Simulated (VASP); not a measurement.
CdS: single point with PBE

Crystal: CdS.

```
Cd S
1.0
     0.00000    2.87086    2.87086
     2.87086    0.00000    2.87086
     2.87086    2.87086    0.00000
Cd S
1 1
Cartesian
  0.0000 0.0000 0.0000
  4.3063 4.3063 4.3063
```

This cell differs from its parent crystal: Mg replaced by Cd, lengths x 1.007, strained.

```yaml
Program: VASP 6.6.1
Task: single point
Functional: PBE
Potentials_or_basis: VASP PAW PBE potentials, release 64 (Cd, S)
Cutoff: 500 eV
k_mesh: 6 × 6 × 6
Occupations: gaussian, width 0.1 eV
Spin: no spin polarisation
```

```yaml
Pressure: 6.8 GPa
Band_gap_on_the_k_mesh: 1.25 eV, direct
```

Levels at points of the mesh, in eV from the valence-band top:
```tsv
k point	band 5	band 6	band 7	band 8	band 9	band 10	band 11	band 12	band 13	band 14
(0.00, 0.00, 0.00)	-7.37	-7.37	0.00	0.00	0.00	1.25	6.53	6.53	6.53	11.55
(0.50, 0.00, 0.00)	-7.33	-6.95	-4.70	-0.82	-0.82	3.08	7.01	7.01	7.62	11.24
(0.50, 0.50, 0.00)	-7.27	-6.88	-4.17	-2.05	-2.05	3.47	4.40	9.44	11.07	11.07
```

Run time: 24 s on 1 thread of Intel Xeon 8259CL (shared host), peak memory 0.17 GiB.

Caveat: the cell differs from its parent crystal (Mg replaced by Cd, lengths x 1.007, strained).
